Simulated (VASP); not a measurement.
Wanted: the native input for a VASP 6.6.1 run.

```yaml
Task: single point
Functional: LDA
Potentials_or_basis: VASP PAW LDA potentials, release 64 (Ir, P)
Cutoff: 500 eV
k_mesh: 14 × 14 × 14
Occupations: fermi-dirac, width 0.08 eV
Spin: no spin polarisation
Dipole_correction: no
Further_INCAR_settings: ALGO = Normal; EDIFF = 1e-06; NBANDS = 14
```

The structure of PIr (rocksalt type) lies in POSCAR:

```
PIr
1.0
    0.0000000000      2.0464760695      2.0464760695
    2.0464760695      0.0000000000      2.0464760695
    2.0464760695      2.0464760695      0.0000000000
Ir P
1 1
Direct
    0.0000000000      0.0000000000      0.0000000000
    0.5000000000      0.5000000000      0.5000000000
```

This cell differs from its parent crystal: volume scaled by 0.6.

These files were run (other wordings do the same):

INCAR

```
PREC = Accurate ; ENCUT = 500
EDIFF = 1E-6 ; ISMEAR = -1
SIGMA = 0.08 ; LREAL = False
LASPH = True ; NELM = 120
ALGO = Normal ; ISIF = 2
LWAVE = False ; LCHARG = False
NBANDS = 14 ; GGA_COMPAT = False
```

KPOINTS

```
Automatic mesh
0
Gamma
  14 14 14
```

Potentials or basis: VASP PAW LDA potentials, release 64 (Ir, P).

Launch:

```sh
$ cat potpaw_LDA.64/Ir/POTCAR potpaw_LDA.64/P/POTCAR > POTCAR
$ mpirun -np 1 vasp_std > vasp.out
```

It gave:

* Pressure: 404.7 GPa
* Band gap on the k mesh: zero (band 7 reaches 21.31 eV, above the bottom of band 8 at 17.99 eV)

Caveat: spin-orbit coupling is left out, which moves the levels of the heavy elements.

It took 34 s on 1 thread of Intel Xeon 8259CL, with other jobs on the host, peak memory 0.15 GiB.
